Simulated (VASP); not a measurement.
# MgC8 (P6/mmm) in VASP: notebook, part 2 of 2

VASP 6.6.1. Earlier steps stand in the parts before.

### 4 Relaxation of cell and atoms, PBE

This run uses another cell than the first one, of 18.51 Å³/atom, 1.392 times its volume.

Input file INCAR:

```
SYSTEM = MgC8
PREC = Accurate
ENCUT = 600
EDIFF = 1E-7
ISMEAR = 0
SIGMA = 0.01
LREAL = .FALSE.
LASPH = .TRUE.
NELM = 100
ALGO = Normal
ISIF = 3
LWAVE = .FALSE.
LCHARG = .FALSE.
GGA = PE
IBRION = 2
NSW = 100
EDIFFG = -0.01
```

Input file KPOINTS:

```
regular mesh
0
G
  6 6 8
  0 0 0
```

Input file POSCAR:

```
MgC8
1.0
    6.3715448126      0.0000000000      0.0000000000
   -3.1857724063      5.5179196691      0.0000000000
    0.0000000000      0.0000000000      4.7375501461
Mg C
1 8
Direct
    0.0000000000      0.0000000000      0.5000000000
    0.6032202728      0.0000000000      0.5000000000
    0.0000000000      0.6032202728      0.5000000000
    0.3967797272      0.3967797272      0.5000000000
    0.3967797272      0.0000000000      0.5000000000
    0.0000000000      0.3967797272      0.5000000000
    0.6032202728      0.6032202728      0.5000000000
    0.3333333333      0.6666666667      0.5000000000
    0.6666666667      0.3333333333      0.5000000000
```

Potentials or basis: VASP PAW PBE potentials, release 64 (Mg, C).

Launch:

```bash
cat potpaw_PBE.64/Mg/POTCAR potpaw_PBE.64/C/POTCAR > POTCAR
mpirun -np 1 vasp_std > vasp.out
```

OUTCAR:

```text
SYSTEM = MgC8
   PREC = Accurate
   ENCUT = 600
   EDIFF = 1E-7
   ISMEAR = 0
   LREAL = .FALSE.
   LASPH = .TRUE.
   NELM = 100
   ISIF = 3
   GGA = PE
   IBRION = 2
   NSW = 100
   EDIFFG = -0.01

 ion  position               nearest neighbor table
   1  0.000  0.000  0.500-   2 2.53   5 2.53   4 2.53   3 2.53   6 2.53   7 2.53
   2  0.603  0.000  0.500-   5 1.32   9 1.95   8 1.95   1 2.53
   3  0.000  0.603  0.500-   6 1.32   8 1.95   9 1.95   1 2.53
   4  0.397  0.397  0.500-   7 1.32   9 1.95   8 1.95   1 2.53
   5  0.397  0.000  0.500-   2 1.32   8 1.95   9 1.95   1 2.53
   6  0.000  0.397  0.500-   3 1.32   9 1.95   8 1.95   1 2.53
   7  0.603  0.603  0.500-   4 1.32   8 1.95   9 1.95   1 2.53
   8  0.333  0.667  0.500-   3 1.95   5 1.95   6 1.95   2 1.95   7 1.95   4 1.95
   9  0.667  0.333  0.500-   6 1.95   2 1.95   3 1.95   5 1.95   4 1.95   7 1.95

  LATTYP: Found a hexagonal cell.
 ALAT       =     6.3715448126
 C/A-ratio  =     0.7435481167

  Lattice vectors:

 A1 = (   6.3715448126,   0.0000000000,   0.0000000000)
 A2 = (  -3.1857724063,   5.5179196691,   0.0000000000)
 A3 = (   0.0000000000,   0.0000000000,   4.7375501461)

Analysis of symmetry for initial positions (statically):
=====================================================================
 Subroutine PRICEL returns:
 Original cell was already a primitive cell.

 Routine SETGRP: Setting up the symmetry group for a
[... 194 lines left out ...]
  external PRESSURE =      -8.0152653 kB  Pullay stress =       0.0000000 kB
[... 110 lines left out ...]
  FREE ENERGIE OF THE ION-ELECTRON SYSTEM (eV)
  ---------------------------------------------------
  free  energy   TOTEN  =       -50.6325555558 eV

  energy  without entropy=      -50.6323200446  energy(sigma->0) =      -50.63243780

 E-fermi :   0.0111     XC(G=0):  -6.9662

 val. band max:       -0.0357544059   @ k =   0.1667   0.1667   0.3750
 cond. band min:       0.0111133881   @ k =   0.1667   0.1667   0.2500
 fundamental gap:      0.0468677940
 Fermi energy:         0.0111133881

 k-point     1 :       0.0000    0.0000    0.0000
  band No.  band energies     occupation
      1     -16.7038      2.00000
      2     -14.7674      2.00000
      3     -14.7674      2.00000
      4     -12.2334      2.00000
      5      -7.9983      2.00000
      6      -7.9983      2.00000
[... 589 lines left out ...]
     21       2.2984      0.00000
     22       3.1397      0.00000

 [... further k-points ...]

[... ionic steps 4 to 39 ...]

--------------------------------------- Ionic step       40  -------------------------------------------

 number of electron      34.0000000 magnetization

------------------------ aborting loop because EDIFF is reached ----------------------------------------
[... 81 lines left out ...]
--------------------------------------- Ionic step       42  -------------------------------------------

 number of electron      34.0000000 magnetization

 Free energy of the ion-electron system (eV)
  ---------------------------------------------------
  ext. energy  EPLUGINS =         0.00000000
  ---------------------------------------------------
  free energy    TOTEN  =       -50.64822188 eV

  energy without entropy =      -50.64798589  energy(sigma->0) =      -50.64810389

 E-fermi :  -0.3624     XC(G=0):  -6.5703

 val. band max:       -0.3624435749   @ k =   0.1667   0.1667   0.2500
 cond. band min:      -0.3373619861   @ k =   0.1667   0.1667   0.1250
 fundamental gap:      0.0250815888
 Fermi energy:        -0.3624432347

 k-point     1 :       0.0000    0.0000    0.0000
  band No.  band energies     occupation
      1     -17.0377      2.00000
      2     -15.1219      2.00000
      3     -15.1219      2.00000
      4     -12.5694      2.00000
      5      -8.3227      2.00000
      6      -8.3227      2.00000
[... 627 lines left out ...]
  FREE ENERGIE OF THE ION-ELECTRON SYSTEM (eV)
  ---------------------------------------------------
  free  energy   TOTEN  =       -50.6482218838 eV

  energy  without entropy=      -50.6479858926  energy(sigma->0) =      -50.64810389

 reached required accuracy - stopping structural energy minimisation
```

CONTCAR:

```text
MgC8
   1.00000000000000
     6.3303850115686666   -0.0000000000000000    0.0000000000000000
    -3.1651925057843333    5.4822742357914125   -0.0000000000000000
     0.0000000000000000   -0.0000000000000000    5.4015018763602374
  Mg              C
     1     8
Direct
     0.0000000000000000    0.0000000000000000    0.5000000000000000
     0.6039917809117460    0.0000000000000000    0.5000000000000000
     0.0000000000000000    0.6039917809117461    0.5000000000000000
     0.3960082190882538    0.3960082190882538    0.5000000000000000
     0.3960082190882538    0.0000000000000000    0.5000000000000000
     0.0000000000000000    0.3960082190882538    0.5000000000000000
     0.6039917809117461    0.6039917809117461    0.5000000000000000
     0.3333333332999970    0.6666666667000030    0.5000000000000000
     0.6666666667000030    0.3333333332999970    0.5000000000000000

  0.00000000E+00  0.00000000E+00  0.00000000E+00
  0.00000000E+00  0.00000000E+00  0.00000000E+00
  0.00000000E+00  0.00000000E+00  0.00000000E+00
  0.00000000E+00  0.00000000E+00  0.00000000E+00
  0.00000000E+00  0.00000000E+00  0.00000000E+00
  0.00000000E+00  0.00000000E+00  0.00000000E+00
  0.00000000E+00  0.00000000E+00  0.00000000E+00
  0.00000000E+00  0.00000000E+00  0.00000000E+00
  0.00000000E+00  0.00000000E+00  0.00000000E+00
```

Wall time 77 min (1 thread of Intel Xeon Platinum 8259CL at 2.50GHz (Skylake/Cascade Lake), shared host); peak memory 0.44 GiB.

What came out:

* Free energy: -50.6482 eV
* Relaxed volume: 20.83 Å³/atom
* Relaxed cell: a = 6.330 Å, b = 6.330 Å, c = 5.402 Å, α = 90.00°, β = 90.00°, γ = 120.00°
* Space group after relaxing (to 0.05 Å): P6/mmm (No. 191)
* Energy gained by relaxing: 2.7 meV/atom
* Ionic steps: 42
* Pressure after relaxing: 0.0 GPa
* Largest force after relaxing: 0.010 eV/Å
* Band gap on the k mesh: zero (band 17 reaches -0.22 eV, above the bottom of band 18 at -0.40 eV)

Forces in eV/Å, atoms in the order of the input:
```
Mg   0.000  0.000  0.000
C   -0.010  0.000  0.000
C    0.005 -0.008  0.000
C    0.005  0.008  0.000
C    0.010  0.000  0.000
C   -0.005  0.008  0.000
C   -0.005 -0.008  0.000
C    0.000  0.000  0.000
C    0.000  0.000  0.000
```

Step by step:
```csv
step,energy change (eV),largest force (eV/Å),pressure (GPa),volume (Å³)
1,0.0000,0.0474,-0.80,166.56
3,-0.0085,0.2826,0.24,164.73
5,-0.0110,0.0013,0.08,164.30
7,-0.0113,0.0117,0.02,164.62
9,-0.0116,0.0704,-0.24,166.03
11,-0.0116,0.0649,-0.24,166.10
13,-0.0118,0.0425,-0.23,166.39
15,-0.0121,0.0485,-0.20,167.55
17,-0.0127,0.0558,-0.15,167.85
19,-0.0150,0.0911,0.08,169.21
21,-0.0167,0.0936,0.34,171.27
23,-0.0174,0.0607,0.18,172.19
25,-0.0179,0.0683,0.13,172.90
27,-0.0198,0.1022,-0.08,176.13
29,-0.0211,0.1236,-0.31,180.76
31,-0.0220,0.1055,-0.09,183.48
33,-0.0222,0.0549,-0.13,183.00
35,-0.0231,0.0592,-0.04,184.12
37,-0.0235,0.0756,0.28,188.55
39,-0.0236,0.1397,-0.11,187.64
41,-0.0241,0.0105,0.03,187.14
42,-0.0241,0.0095,-0.02,187.46
```

Final structure:
```
Mg C
1.0
     6.33039    0.00000    0.00000
    -3.16519    5.48227    0.00000
     0.00000    0.00000    5.40150
Mg C
1 8
Cartesian
  0.0000 0.0000 2.7008
  3.8235 0.0000 2.7008
  -1.9118 3.3112 2.7008
  1.2534 2.1710 2.7008
  2.5069 0.0000 2.7008
  -1.2534 2.1710 2.7008
  1.9117 3.3112 2.7008
  0.0000 3.6549 2.7008
  3.1652 1.8274 2.7008
```

### 5 Single point, PBE

This run uses another cell than the first one, of 24.04 Å³/atom, 1.807 times its volume.

Input file INCAR:

```
PREC = Accurate
ENCUT = 520
EDIFF = 1E-6
ISMEAR = 0
SIGMA = 0.1
LREAL = False
LASPH = True
NELM = 100
ALGO = Normal
ISIF = 2
LWAVE = False
LCHARG = True
GGA = PE
LELF = True
LVHAR = True
NBANDS = 27
```

Input file KPOINTS:

```
Automatic mesh
0
Gamma
  9 9 6
```

Input file POSCAR:

```
MgC8
1.0
    6.3284870114      0.0000000000      0.0000000000
   -3.1642435057      5.4806305194      0.0000000000
    0.0000000000      0.0000000000      6.2373726630
Mg C
1 8
Direct
    0.0000000000      0.0000000000      0.5000000000
    0.6036828083      0.0000000000      0.5000000000
    0.0000000000      0.6036828083      0.5000000000
    0.3963171917      0.3963171917      0.5000000000
    0.3963171917      0.0000000000      0.5000000000
    0.0000000000      0.3963171917      0.5000000000
    0.6036828083      0.6036828083      0.5000000000
    0.3333333333      0.6666666667      0.5000000000
    0.6666666667      0.3333333333      0.5000000000
```

Launch:

```bash
cat potpaw_PBE.64/Mg/POTCAR potpaw_PBE.64/C/POTCAR > POTCAR
mpirun -np 1 vasp_std > vasp.out
```

Wall time 5.2 min (1 thread of Intel Xeon Platinum 8259CL at 2.50GHz (Skylake/Cascade Lake), shared host); peak memory 0.45 GiB.

The run converged. Its results:

- Free energy: -50.6723 eV
- Pressure: 0.1 GPa
- Largest force: 0.107 eV/Å
- Band gap on the k mesh: zero (band 17 reaches -0.86 eV, above the bottom of band 18 at -0.91 eV)

Forces on the atoms (eV/Å):
```
Mg   0.000  0.000  0.000
C    0.107  0.000  0.000
C   -0.053  0.093  0.000
C   -0.053 -0.093  0.000
C   -0.107  0.000  0.000
C    0.053 -0.093  0.000
C    0.053  0.093  0.000
C    0.000  0.000  0.000
C    0.000  0.000  0.000
```

Stress tensor (GPa, compression positive):
```
0.12 0.00 0.00
0.00 0.12 0.00
0.00 0.00 0.01
```

Levels at points of the mesh, in eV from the Fermi level:
| k point | band 13 | band 14 | band 15 | band 16 | band 17 | band 18 | band 19 | band 20 | band 21 | band 22 |
| --- | --- | --- | --- | --- | --- | --- | --- | --- | --- | --- |
| (0.00, 0.00, 0.00) | -2.47 | -2.47 | -2.45 | -2.45 | -0.86 | 0.90 | 0.90 | 2.15 | 2.77 | 2.77 |
| (0.00, 0.00, 0.50) | -2.49 | -2.48 | -2.45 | -2.45 | -0.89 | 0.91 | 0.91 | 2.07 | 2.67 | 2.67 |

### 6 The runs side by side

```tsv
task	cell	k mesh	cutoff (eV)	smearing	gap on the mesh (eV)	pressure (GPa)	largest force (eV/Å)
single point	a = 5.995, b = 5.995, c = 3.845 Å, angles 90.0, 90.0, 120.0°, 9 atoms	3 × 3 × 4	520	gaussian 0.1 eV	none	-9.1	3.47
single point	a = 6.336, b = 6.336, c = 6.068 Å, angles 90.0, 90.0, 120.0°, 9 atoms	6 × 6 × 8	520	gaussian 0.01 eV	none	0.1	0.11
relaxation of cell and atoms	relaxed from a = 6.372, b = 6.372, c = 4.738 Å, angles 90.0, 90.0, 120.0°, 9 atoms	6 × 6 × 8	600	gaussian 0.01 eV	none	0.0	0.01
single point	a = 6.328, b = 6.328, c = 6.237 Å, angles 90.0, 90.0, 120.0°, 9 atoms	9 × 9 × 6	520	gaussian 0.1 eV	none	0.1	0.11
```

Alike in all rows: level PBE; potentials or basis VASP PAW PBE potentials, release 64 (Mg, C); no spin polarisation.

Caveats: some runs use coarse meshes; forces of over 1 eV/Å act on the atoms, so gaps and moduli don't describe the material at rest (some runs).

Absolute energies hang on the potentials; compare differences alone.
